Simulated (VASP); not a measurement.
Write the native input for VASP 6.6.1 that does the following.

```
Task                   : single point
Functional             : r2SCAN
Potentials or basis    : VASP PAW PBE potentials, release 64 (Te)
Cutoff                 : 520 eV
k mesh                 : 11 × 11 × 11
Occupations            : fermi-dirac, width 0.05 eV
Spin                   : no spin polarisation
Dipole correction      : no
Further INCAR settings : ALGO = Normal; EDIFF = 1e-07; NBANDS = 13
```

Crystal: Te.

```
Te
1.0
    -2.87671    3.76972    1.49307
     2.87671   -3.76972    1.49307
     2.87671    3.76972   -1.49307
Te
2
Direct
  0.99907 0.24907 0.75000
  0.00093 0.75093 0.25000
```

One way to write it, as run:

POSCAR

```
Te
1.0
   -2.8767149243      3.7697208917      1.4930725474
    2.8767149243     -3.7697208917      1.4930725474
    2.8767149243      3.7697208917     -1.4930725474
Te
2
Direct
    0.9990709800      0.2490709800      0.7500000000
    0.0009290000      0.7509290200      0.2500000000
```

INCAR.step1

```
SYSTEM = Te
PREC = Accurate
ENCUT = 520
ISMEAR = -1
SIGMA = 0.05
LREAL = .False.
LASPH = .True.
NELM = 60
NBANDS = 13
GGA = PE
ALGO = Normal
EDIFF = 1E-4
LWAVE = .True.
LCHARG = .False.
```

INCAR.step2

```
SYSTEM = Te
PREC = Accurate
ENCUT = 520
EDIFF = 1E-7
ISMEAR = -1
SIGMA = 0.05
LREAL = .False.
LASPH = .True.
NELM = 60
ALGO = Normal
ISIF = 2
LWAVE = .False.
LCHARG = .True.
METAGGA = R2SCAN
LMIXTAU = .True.
LELF = .True.
LVHAR = .True.
NBANDS = 13
ISTART = 1
```

KPOINTS

```
Automatic mesh
0
Gamma
  11 11 11
  0 0 0
```

Potentials or basis: VASP PAW PBE potentials, release 64 (Te).

Run with:

```console
$ cat potpaw_PBE.64/Te/POTCAR > POTCAR
$ cp INCAR.step1 INCAR
$ mpirun -np 1 vasp_std > vasp.out
$ cp INCAR.step2 INCAR
$ mpirun -np 1 vasp_std > vasp.out
```

It gave:

```json
{
  "Pressure": "5.0 GPa",
  "Band gap on the k mesh": "zero (bands 6 and 7 overlap by 4.58 eV)"
}
```

Caveat: the stress differs along the axes, from 1 to 7 GPa; the PAW data sets were made with another functional, which shifts forces and pressure a little; spin-orbit coupling is left out, which moves the levels of the heavy elements.

Run time: 6.3 min on 1 thread of Intel(R) Xeon(R) 6975P-C (Granite Rapids) (shared host), peak memory 0.36 GiB.
